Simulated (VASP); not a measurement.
The system is Sn3C.

```
CELL_PARAMETERS angstrom
0.00000 3.60461 3.60461
3.60461 0.00000 3.60461
3.60461 3.60461 0.00000
ATOMIC_POSITIONS crystal
Sn 0.25000 0.25000 0.25000
Sn 0.75000 0.75000 0.75000
Sn 0.50000 0.50000 0.50000
C 0.00000 0.00000 0.00000
```

The cell was generated, and may not be a known phase.

- Program: VASP 6.6.1
- Task: relaxation of cell and atoms
- Functional: PBE
- Potentials or basis: VASP PAW PBE potentials, release 64 (Sn_d, C)
- Cutoff: 600 eV
- k mesh: 4 × 4 × 4
- Occupations: gaussian, width 0.1 eV
- Spin: no spin polarisation

At the start: pressure -3.7 GPa; volume 23.42 Å³/atom.

Problem. Where does the relaxation end?

Solution. Over 3 steps the energy falls by 18.8 meV/atom and the volume is 21.88 Å³/atom (-6.6 %); space group Fm-3m (No. 225, to 0.1 Å) before and after.

The path:
| step | energy change (eV) | largest force (eV/Å) | pressure (GPa) | volume (Å³) |
| --- | --- | --- | --- | --- |
| 1 | 0.0000 | 0.0000 | -3.70 | 93.67 |
| 2 | -0.0730 | 0.0000 | 0.76 | 86.54 |
| 3 | -0.0753 | 0.0000 | 0.00 | 87.54 |

Final structure:
```xyz
4
Lattice="0.0000 3.5241 3.5241 3.5241 0.0000 3.5241 3.5241 3.5241 0.0000" Properties=species:S:1:pos:R:3 pbc="T T T"
Sn    1.7621    1.7621    1.7621
Sn    5.2862    5.2862    5.2862
Sn    3.5241    3.5241    3.5241
C     0.0000    0.0000    0.0000
```

Caveat: the k points lie up to 0.39 Å⁻¹ apart in the final cell; the highest band is partly filled, so the run has too few bands.
